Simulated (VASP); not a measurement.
Input of a VASP 6.6.1 run:

Contents of INCAR:

```
PREC = Accurate
ENCUT = 520
EDIFF = 1E-6
ISMEAR = 1
SIGMA = 0.01
LREAL = F
LASPH = T
NELM = 100
ALGO = Normal
ISIF = 2
LWAVE = F
LCHARG = F
GGA = PS
NBANDS = 31
```

File KPOINTS:

```
regular mesh
0
Gamma
  6 6 8
```

Contents of POSCAR:

```
HfO2
1.0
    4.8135329900      0.0000000000      0.0000000000
    0.0000000000      4.8135329900      0.0000000000
    0.0000000000      0.0000000000      3.2054154100
Hf O
2 4
Direct
    0.0000000000      0.0000000000      0.0000000000
    0.4999999990      0.4999999990      0.5000000016
    0.1949551196      0.8050448804      0.5000000016
    0.3050448793      0.3050448793      0.0000000000
    0.6949551207      0.6949551207      0.0311972045
    0.8050448804      0.1949551196      0.5000000016
```

Potentials or basis: VASP PAW PBE potentials, release 64 (Hf_pv, O).

Run with:

```sh
$ cat potpaw_PBE.64/Hf_pv/POTCAR potpaw_PBE.64/O/POTCAR > POTCAR
$ mpirun -np 1 vasp_std > vasp.out
```

(1) What does it give for the band gap on the k mesh?

(2) What does it give for the largest force?

## Answers

(1) 3.89 eV.

(2) 1.072 eV/Å.

Caveat: the PAW data sets were made with another functional, which shifts forces and pressure a little; spin-orbit coupling is left out, which moves the levels of the heavy elements.
